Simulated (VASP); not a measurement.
Here is a VASP 6.6.1 calculation.

The input INCAR:

```
ALGO = Fast
EDIFF = 1E-7
ENCUT = 520
GGA = PE
ISIF = 2
ISMEAR = 0
LASPH = True
LCHARG = True
LELF = True
LREAL = False
LVHAR = True
LWAVE = False
NBANDS = 22
NELM = 80
PREC = Accurate
SIGMA = 0.1
```

KPOINTS

```
k-points
0
Gamma
  12 12 12
```

Contents of POSCAR:

```
Bi
1.0
    2.3033129976      1.3298183792      4.2534507609
   -2.3033129976      1.3298183792      4.2534507609
    0.0000000000     -2.6596367584      4.2534507609
Bi
2
Direct
    0.2302671462      0.2302671462      0.2302671462
    0.7697328538      0.7697328538      0.7697328538
```

Potentials or basis: VASP PAW PBE potentials, release 64 (Bi_d).

Run with:

```console
$ cat potpaw_PBE.64/Bi_d/POTCAR > POTCAR
$ mpirun -np 1 vasp_std > vasp.out
```

(1) Estimate the band gap on the k mesh.

(2) Estimate the pressure.

## Answers

(1) zero (bands 15 and 16 overlap by 0.21 eV).

(2) -1.2 GPa.

Caveat: spin-orbit coupling is left out, which moves the levels of the heavy elements.
